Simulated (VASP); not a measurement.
# Ca (Fm-3m) in VASP: a series of runs, part 2 of 3

VASP 6.6.1. The steps go on from the part before.

## 3. Electric field gradients, LDA

This run uses another cell than the first one, of 43.63 Å³/atom.

The input, INCAR:

```
ALGO = Normal
EDIFF = 1E-8
ENCUT = 400
GGA = CA
GGA_COMPAT = False
ISIF = 2
ISMEAR = -1
LASPH = True
LCHARG = False
LEFG = True
LREAL = False
LWAVE = False
NBANDS = 11
NELM = 120
PREC = Accurate
SIGMA = 0.08
```

The input, KPOINTS:

```
k-points
0
Gamma
  11 11 11
```

The input, POSCAR:

```
Ca
1.0
    0.0000000000      2.7942000000      2.7942000000
    2.7942000000      0.0000000000      2.7942000000
    2.7942000000      2.7942000000      0.0000000000
Ca
1
Direct
    0.0000000000      0.0000000000      0.0000000000
```

Potentials or basis: VASP PAW LDA potentials, release 64 (Ca_sv).

Started as:

```bash
$ cat potpaw_LDA.64/Ca_sv/POTCAR > POTCAR
$ mpirun -np 1 vasp_std > vasp.out
```

OUTCAR:

```text
EDIFF = 1E-8
   ENCUT = 400
   GGA = CA
   ISIF = 2
   ISMEAR = -1
   LASPH = True
   LREAL = False
   NELM = 120
   PREC = Accurate

 ion  position               nearest neighbor table
   1  0.000  0.000  0.000-

  LATTYP: Found a face centered cubic cell.
 ALAT       =     5.5884000000

  Lattice vectors:

 A1 = (   0.0000000000,   2.7942000000,   2.7942000000)
 A2 = (   2.7942000000,   0.0000000000,   2.7942000000)
 A3 = (   2.7942000000,   2.7942000000,   0.0000000000)

Analysis of symmetry for initial positions (statically):
=====================================================================
 Subroutine PRICEL returns:
 Original cell was already a primitive cell.

 Routine SETGRP: Setting up the symmetry group for a
 face centered cubic supercell.

 Subroutine GETGRP returns: Found 48 space group operations
 (whereof 48 operations were pure point group operations)
 out of a pool of 48 trial point group operations.

The static configuration has the point symmetry O_h .

Analysis of symmetry for dynamics (positions and initial velocities):
=====================================================================
 Subroutine PRICEL returns:
 Original cell was already a primitive cell.

 Routine SETGRP: Setting up the symmetry group for a
 face centered cubic supercell.

 Subroutine GETGRP returns: Found 48 space group operations
 (whereof 48 operations were pure point group operations)
 out of a pool of 48 trial point group operations.

The dynamic configuration has the point symmetry O_h .

 Subroutine INISYM returns: Found 48 space group operations
 (whereof 48 operations are pure point group operations),
 and found     1 'primitive' translations

----------------------------------------------------------------------------------------

                                     Primitive cell

  volume of cell :      43.6317

  direct lattice vectors                    reciprocal lattice vectors
     0.000000000  2.794200000  2.794200000    -0.178942094  0.178942094  0.178942094
     2.794200000  0.000000000  2.794200000     0.178942094 -0.178942094  0.178942094
     2.794200000  2.794200000  0.000000000     0.178942094  0.178942094 -0.178942094

  length of vectors
     3.951595536  3.951595536  3.951595536     0.309936799  0.309936799  0.309936799

  position of ions in fractional coordinates (direct lattice)
     0.000000000  0.000000000  0.000000000

  ion indices of the primitive-cell ions
   primitive index   ion index
                 1           1

----------------------------------------------------------------------------------------

 KPOINTS: k-points

Automatic generation of k-mesh.
 Grid dimensions read from file:
 generate k-points for:   11   11   11

 Generating k-lattice:

[... 68 lines left out ...]
   ISYM   =      2    0-nonsym 1-usesym 2-fastsym
   POTIM  = 0.5000    time-step for ionic-motion
   TEBEG  =    0.0;   TEEND  =   0.0 temperature during run
   PSTRESS=    0.0 pullay stress
   NELECT =      10.0000    total number of electrons
   NUPDOWN=      -1.0000    fix difference up-down
   EMIN   =  10.00;   EMAX   =-10.00  energy-range for DOS
   EFERMI =   0.00;   METHOD = LEGACY
   ISMEAR =    -1;   SIGMA  =   0.08  broadening in eV -4-tet -1-fermi 0-gaus
   EFERMI_NEDOS =   21; number of points for ismear=-14 and -15
   IALGO  =     38    algorithm
   IMIX   =      4    mixing-type and parameters
     AMIX     =   0.40;   BMIX     =  1.00
     AMIX_MAG =   1.60;   BMIX_MAG =  1.00
  volume/ion in A,a.u.               =      43.63       294.44
  Fermi-wavevector in a.u.,A,eV,Ry     =   1.001861  1.893242 13.656506  1.003725
  Thomas-Fermi vector in A             =   2.134310
   LORBIT       =      0    0 simple, 1 ext, 2 COOP (PROOUT), +10 PAW based schemes
   GGA     = CA    functional components
   LHFCALC =     F    Hartree Fock is set to
   AEXX    =    0.0000 exact exchange contribution
   IVDW    =     0    specifies the selected vdW correction
   LEPSILON=     F    determine dielectric tensor
   LRPA    =     F    only Hartree local field effects (RPA)
 non-spin polarized calculation
  energy-cutoff  :      400.00
  volume of cell :       43.63
 maximum number of plane-waves:       821
 NGX is ok and might be reduce to    28
   NGX = 13   NGY = 13   NGZ = 13

 number of electron      10.0000003 magnetization

 Free energy of the ion-electron system (eV)
  ---------------------------------------------------
  ext. energy  EPLUGINS =         0.00000000
  ---------------------------------------------------
  free energy    TOTEN  =        -2.18059668 eV

  energy without entropy =       -2.15364988  energy(sigma->0) =       -2.16712328

 E-fermi :   1.6534     XC(G=0):  -7.8568

 val. band max:        1.5974311532   @ k =  -0.4545   0.1818   0.0000
 cond. band min:       1.6713878694   @ k =  -0.3636   0.3636   0.0909
 fundamental gap:      0.0739567162
 Fermi energy:         1.6534088738

 k-point     1 :       0.0000    0.0000    0.0000
  band No.  band energies     occupation
      1     -39.9864      2.00000
      2     -21.1993      2.00000
      3     -21.1993      2.00000
      4     -21.1993      2.00000
      5      -2.3056      2.00000
      6       3.8218      0.00000
      7       3.8218      0.00000
      8       3.8218      0.00000
      9       4.8432      0.00000
     10       4.8432      0.00000
     11      10.7213      0.00000
[... 309 lines left out ...]
 k-point    24 :      -0.1818    0.1818    0.0000
  band No.  band energies     occupation
      1     -39.9781      2.00000
      2     -21.2694      2.00000
      3     -21.2290      2.00000
      4     -21.2084      2.00000
      5      -0.9199      2.00000
      6       2.8890      0.00000
      7       3.6050      0.00000
      8       4.3119      0.00000
      9       4.3653      0.00000
     10       5.3114      0.00000
     11       8.8353      0.00000

 [... further k-points ...]

------------------------ aborting loop because EDIFF is reached ----------------------------------------

  FORCE on cell =-STRESS in cart. coord.  units (eV):
  Direction    XX          YY          ZZ          XY          YZ          ZX
  --------------------------------------------------------------------------------------
  -------------------------------------------------------------------------------------
  Total       -0.5795437     -0.5795437     -0.5795437      0.0000000      0.0000000      0.0000000
  in kB      -21.2811116    -21.2811116    -21.2811116      0.0000000      0.0000000      0.0000000
  external PRESSURE =     -21.2811116 kB  Pullay stress =       0.0000000 kB

 VOLUME and BASIS-vectors are now :
 -----------------------------------------------------------------------------
  energy-cutoff  :      400.00
  volume of cell :       43.63
      direct lattice vectors                 reciprocal lattice vectors
     0.000000000  2.794200000  2.794200000    -0.178942094  0.178942094  0.178942094
     2.794200000  0.000000000  2.794200000     0.178942094 -0.178942094  0.178942094
     2.794200000  2.794200000  0.000000000     0.178942094  0.178942094 -0.178942094

 POSITION                                       TOTAL-FORCE (eV/Angst)
 -----------------------------------------------------------------------------------
      0.00000      0.00000      0.00000        -0.000000      0.000000     -0.000000
 -----------------------------------------------------------------------------------
    total drift:                               -0.000000     -0.000000     -0.000000

  FREE ENERGIE OF THE ION-ELECTRON SYSTEM (eV)
  ---------------------------------------------------
  free  energy   TOTEN  =        -2.1805966837 eV

  energy  without entropy=       -2.1536498794  energy(sigma->0) =       -2.16712328

 Electric field gradients (V/A^2)
---------------------------------------------------------------------
 ion       V_xx      V_yy      V_zz      V_xy      V_xz      V_yz
---------------------------------------------------------------------
   1       0.000     0.000     0.000    -0.001    -0.001    -0.001
---------------------------------------------------------------------

 Electric field gradients after diagonalization (V/A^2)
 (convention: |V_zz| > |V_xx| > |V_yy|)
----------------------------------------------------------------------
 ion       V_xx      V_yy      V_zz     asymmetry (V_yy - V_xx)/ V_zz
----------------------------------------------------------------------
   1       0.001     0.001    -0.001       0.000
----------------------------------------------------------------------

           NMR quadrupolar parameters

 Cq : quadrupolar parameter    Cq=e*Q*V_zz/h
 eta: asymmetry parameters     (V_yy - V_xx)/ V_zz
 Q  : nuclear electric quadrupole moment in mb (millibarn)
----------------------------------------------------------------------
 ion       Cq(MHz)       eta       Q (mb)
----------------------------------------------------------------------
   1      -0.000       0.000       1.000
----------------------------------------------------------------------
```

OSZICAR:

```text
N       E                     dE             d eps       ncg     rms          rms(c)
DAV:   1     0.578302251579E+02    0.57830E+02   -0.44259E+03  1240   0.672E+02
DAV:   2    -0.820143446982E+00   -0.58650E+02   -0.58094E+02  1394   0.191E+02
DAV:   3    -0.213695344819E+01   -0.13168E+01   -0.13038E+01  1785   0.276E+01
DAV:   4    -0.219290167609E+01   -0.55948E-01   -0.55841E-01  1632   0.460E+00
DAV:   5    -0.219362403994E+01   -0.72236E-03   -0.72229E-03  1755   0.498E-01    0.232E+00
DAV:   6    -0.218377448524E+01    0.98496E-02   -0.12678E-02  1509   0.119E+00    0.141E+00
DAV:   7    -0.218106409009E+01    0.27104E-02   -0.17769E-02  1484   0.152E+00    0.994E-02
DAV:   8    -0.218059473914E+01    0.46935E-03   -0.20058E-03  1469   0.413E-01    0.200E-02
DAV:   9    -0.218059622523E+01   -0.14861E-05   -0.82750E-05  1596   0.760E-02    0.868E-03
DAV:  10    -0.218059685325E+01   -0.62802E-06   -0.60282E-06  1864   0.172E-02    0.110E-03
DAV:  11    -0.218059670660E+01    0.14664E-06   -0.24072E-07  1883   0.360E-03    0.160E-03
DAV:  12    -0.218059668397E+01    0.22633E-07   -0.23202E-08  1723   0.143E-03    0.703E-05
DAV:  13    -0.218059668373E+01    0.24102E-09   -0.24101E-10   811   0.111E-04
   1 F= -.21805967E+01 E0= -.21671233E+01  d E =-.269468E-01
```

stdout:

```text
POSCAR found type information on POSCAR Ca
 POSCAR found :  1 types and       1 ions
 scaLAPACK will be used
 LDA part: xc-table for (Slater(with rela. corr.)+CA(PZ))
 , standard interpolation
 POSCAR, INCAR and KPOINTS ok, starting setup
 FFT: planning ... GRIDC
 FFT: planning ... GRID_SOFT
 FFT: planning ... GRID
 WAVECAR not read
 entering main loop
ion   1
```

Run time: 8.4 s. Hardware: 1 thread of Intel Xeon 6975P-C (Granite Rapids), shared host; peak memory 0.14 GiB.

Results:

```
Free energy                             : -2.1806 eV
Pressure                                : -2.1 GPa
Band gap on the k mesh                  : zero (bands 5 and 6 overlap by 0.24 eV)
Largest electric field gradient by atom : under 0.05 V/Å² on every atom
```

## 4. Electric field gradients, PBEsol

This run uses another cell than the first one, of 43.63 Å³/atom.

The input, INCAR:

```
SYSTEM = Ca
PREC = Accurate ; ENCUT = 400
EDIFF = 1E-8 ; ISMEAR = -1
SIGMA = 0.08 ; LREAL = .False.
LASPH = .True. ; NELM = 120
ALGO = Normal ; ISIF = 2
LWAVE = .False. ; LCHARG = .False.
GGA = PS ; LEFG = .True.
NBANDS = 11 ; GGA_COMPAT = .False.
```

The input, KPOINTS:

```
Automatic mesh
0
Gamma
  11 11 11
  0 0 0
```

POSCAR is that of step 3.

Potentials or basis: VASP PAW PBE potentials, release 64 (Ca_sv).

Started as:

```bash
$ cat potpaw_PBE.64/Ca_sv/POTCAR > POTCAR
$ mpirun -np 1 vasp_std > vasp.out
```

OUTCAR:

```text
SYSTEM = Ca
   PREC = Accurate
   ENCUT = 400
   EDIFF = 1E-8
   ISMEAR = -1
   LREAL = .False.
   LASPH = .True.
   NELM = 120
   ISIF = 2
   GGA = PS

 ion  position               nearest neighbor table
   1  0.000  0.000  0.000-

  LATTYP: Found a face centered cubic cell.
 ALAT       =     5.5884000000

  Lattice vectors:

 A1 = (   0.0000000000,   2.7942000000,   2.7942000000)
 A2 = (   2.7942000000,   0.0000000000,   2.7942000000)
 A3 = (   2.7942000000,   2.7942000000,   0.0000000000)

[... 540 lines left out ...]
    total drift:                               -0.000000     -0.000000     -0.000000

  FREE ENERGIE OF THE ION-ELECTRON SYSTEM (eV)
  ---------------------------------------------------
  free  energy   TOTEN  =        -2.1371549235 eV

  energy  without entropy=       -2.1108670051  energy(sigma->0) =       -2.12401096

 Electric field gradients (V/A^2)
---------------------------------------------------------------------
 ion       V_xx      V_yy      V_zz      V_xy      V_xz      V_yz
---------------------------------------------------------------------
   1       0.000    -0.000     0.000    -0.001    -0.001    -0.001
---------------------------------------------------------------------

 Electric field gradients after diagonalization (V/A^2)
 (convention: |V_zz| > |V_xx| > |V_yy|)
----------------------------------------------------------------------
 ion       V_xx      V_yy      V_zz     asymmetry (V_yy - V_xx)/ V_zz
----------------------------------------------------------------------
   1       0.001     0.001    -0.001       0.000
----------------------------------------------------------------------

           NMR quadrupolar parameters

 Cq : quadrupolar parameter    Cq=e*Q*V_zz/h
 eta: asymmetry parameters     (V_yy - V_xx)/ V_zz
 Q  : nuclear electric quadrupole moment in mb (millibarn)
----------------------------------------------------------------------
 ion       Cq(MHz)       eta       Q (mb)
----------------------------------------------------------------------
   1      -0.000       0.000       1.000
----------------------------------------------------------------------
```

stdout:

```text
POSCAR found type information on POSCAR Ca
 POSCAR found :  1 types and       1 ions
 scaLAPACK will be used
 -----------------------------------------------------------------------------
|                                                                             |
|                                                                             |
|     You enforced a specific xc type in the INCAR file but a different       |
|     I HOPE YOU KNOW WHAT YOU ARE DOING!                                     |
|                                                                             |
 -----------------------------------------------------------------------------

 LDA part: xc-table for (Slater+PW92), standard interpolation
 POSCAR, INCAR and KPOINTS ok, starting setup
 FFT: planning ... GRIDC
 FFT: planning ... GRID_SOFT
 FFT: planning ... GRID
 WAVECAR not read
 entering main loop
ion   1
```

Wall time 9.3 s (1 thread of Intel Xeon 6975P-C (Granite Rapids), shared host); peak memory 0.15 GiB.

What came out:

```
Free energy                             : -2.1372 eV
Pressure                                : -1.1 GPa
Band gap on the k mesh                  : zero (bands 5 and 6 overlap by 0.30 eV)
Largest electric field gradient by atom : under 0.05 V/Å² on every atom
```

Levels at points of the mesh, in eV from the Fermi level:
```tsv
k point	band 1	band 2	band 3	band 4	band 5	band 6	band 7	band 8	band 9	band 10
(0.00, 0.00, 0.00)	-41.91	-22.91	-22.91	-22.91	-3.97	2.29	2.29	2.29	3.33	3.33
```

Caveat: the PAW data sets were made with another functional, which shifts forces and pressure a little.

[end of part 2 of 3]

The gap in the log of VASP goes by the Fermi energy; the results here count the filled bands.